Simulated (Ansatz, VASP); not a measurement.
**One calculation of HgTe, two programs**

Contents of POSCAR:

```
HgTe
1.0
    0.0000000000      3.1710554852      3.1710554852
    3.1710554852      0.0000000000      3.1710554852
    3.1710554852      3.1710554852      0.0000000000
Hg Te
1 1
Direct
    0.0000000000      0.0000000000      0.0000000000
    0.7500000000      0.7500000000      0.7500000000
```

The input INCAR.step1:

```
SYSTEM = HgTe
PREC = Accurate
ENCUT = 520
ISMEAR = -1
SIGMA = 0.05
LREAL = .False.
LASPH = .True.
NELM = 100
NBANDS = 16
GGA = PE
ALGO = Normal
EDIFF = 1E-4
LWAVE = .True.
LCHARG = .False.
```

File INCAR.step2:

```
SYSTEM = HgTe
PREC = Accurate
ENCUT = 520
EDIFF = 1E-7
ISMEAR = -1
SIGMA = 0.05
LREAL = .False.
LASPH = .True.
NELM = 100
ALGO = Normal
ISIF = 2
LWAVE = .False.
LCHARG = .False.
METAGGA = R2SCAN
LMIXTAU = .True.
NBANDS = 16
ISTART = 1
```

KPOINTS

```
Automatic mesh
0
Gamma
  7 7 7
  0 0 0
```

input.yaml

```yaml
crystal:
  lattice:
    - [0.0, 3.1710554852, 3.1710554852]
    - [3.1710554852, 0.0, 3.1710554852]
    - [3.1710554852, 3.1710554852, 0.0]
  atoms:
    - { symbol: Hg, position: [0.0, 0.0, 0.0] }
    - { symbol: Te, position: [0.75, 0.75, 0.75] }
hamiltonian:
  xc: r2scan
  pseudopotentials: { kind: paw }
kpoints:
  mp_grid: { grid: [7, 7, 7] }
scf:
  occupations: { method: fermi_dirac, width: 0.05 }
output:
  forces: true
  stress: true
  eigenvalues: true
  write_density: true
  write_potential: true
  elf: true
  volumetric_format: npy
```

Alike in both runs: task single point; functional r2SCAN; k mesh 7 × 7 × 7; occupations fermi-dirac, width 0.05 eV; no spin polarisation.

|  | VASP | Ansatz |
| --- | --- | --- |
| version | VASP 6.6.1 | Ansatz 0.2.0 |
| potentials or method | VASP PAW PBE potentials, release 64 (Hg, Te) | Ansatz PAW |
| plane-wave cutoff (eV) | 520 | 500 |
| valence electrons in the cell | 18 | 36 |

Ansatz gave:

| Property | Result |
| --- | --- |
| gap on the k mesh at the Fermi level (eV) | none |
| pressure (GPa) | 5.7 |

Problem. Which values does VASP return?

Solution. gap on the k mesh at the Fermi level (eV): none; pressure (GPa): 5.8.

VASP's potentials were made for PBE, not for r2SCAN. A gap of «none» marks a metal or a gap that the smearing closes. With one functional, cell and mesh, what is left measures potentials, basis and numerics. VASP's potentials hold 18 valence electrons a cell and Ansatz's 36, so a difference there can come from the potentials and not from the codes.

Spin-orbit coupling is off throughout.
